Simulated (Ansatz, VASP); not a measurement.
# PdPt2: VASP beside Ansatz

```xyz
3
Lattice="2.6715 0.0000 0.0000 0.0000 2.6715 0.0000 0.0000 0.0000 31.8621" Properties=species:S:1:pos:R:3 pbc="T T T"
Pd    1.3358    1.3358    9.0000
Pt    0.0000    0.0000   11.0654
Pt    0.0000    0.0000    6.9346
```

Change from the starting cell: species swapped into a sheet of the Bi2Pd type.

Alike in both runs: functional PBE; k mesh 18 × 18 × 1; occupations gaussian, width 0.1 eV; collinear spin.

Ansatz relaxed the structure, and its values are those at the end. VASP's run is a single point on that final structure, the one shown.

|  | VASP | Ansatz |
| --- | --- | --- |
| version | VASP 6.6.1 | Ansatz 0.2.0 |
| potentials or method | VASP PAW PBE potentials, release 64 (Pd, Pt), cutoff 520 eV | scalar-relativistic, plane waves, PAW |
| valence electrons in the cell | 30 | 54 |

```tsv
	VASP	Ansatz	Ansatz less VASP
gap on the k mesh at the Fermi level (eV)	none	none	-
rms of the force components (eV/Å)	0.006	0.000	-0.0064
net moment per atom (μB)	0.00	0.00	0.000
```

A gap of «none» marks a metal or a gap that the smearing closes. VASP's potentials hold 30 valence electrons a cell and Ansatz's 54, so a difference there can come from the potentials and not from the codes. Ansatz's warnings: seeded moment not kept, slab cell height set, xc potential rough in thin density.

Neither program's run includes spin-orbit coupling.
